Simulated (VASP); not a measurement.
Input of a VASP 6.6.1 run:

Contents of POSCAR:

```
HgTe
1.0
    0.0000000000      3.3078051000      3.3078051000
    3.3078051000      0.0000000000      3.3078051000
    3.3078051000      3.3078051000      0.0000000000
Hg Te
1 1
Direct
    0.0000000000      0.0000000000      0.0000000000
    0.2500000000      0.2500000000      0.2500000000
```

File INCAR.step1:

```
SYSTEM = HgTe
PREC = Accurate ; ENCUT = 520
ISMEAR = -1 ; SIGMA = 0.1
LREAL = .False. ; LASPH = .True.
NELM = 80 ; NBANDS = 16
GGA = PE ; ALGO = Normal
EDIFF = 1E-4 ; LWAVE = .True.
LCHARG = .False.
```

INCAR.step2

```
SYSTEM = HgTe
PREC = Accurate ; ENCUT = 520
EDIFF = 1E-6 ; ISMEAR = -1
SIGMA = 0.1 ; LREAL = .False.
LASPH = .True. ; NELM = 80
ALGO = Normal ; ISIF = 2
LWAVE = .False. ; LCHARG = .False.
METAGGA = R2SCAN ; LMIXTAU = .True.
NBANDS = 16 ; ISTART = 1
```

KPOINTS

```
regular mesh
0
Gamma
  9 9 9
  0 0 0
```

Potentials or basis: VASP PAW PBE potentials, release 64 (Hg, Te).

Run with:

```console
$ cat potpaw_PBE.64/Hg/POTCAR potpaw_PBE.64/Te/POTCAR > POTCAR
$ cp INCAR.step1 INCAR
$ mpirun -np 1 vasp_std > vasp.out
$ cp INCAR.step2 INCAR
$ mpirun -np 1 vasp_std > vasp.out
```

(1) Estimate the pressure.

(2) Estimate the band gap on the k mesh.

Answers

(1) -0.7 GPa.

(2) zero (filled and empty bands touch).

Caveat: the PAW data sets were made with another functional, which shifts forces and pressure a little; spin-orbit coupling is left out, which moves the levels of the heavy elements.
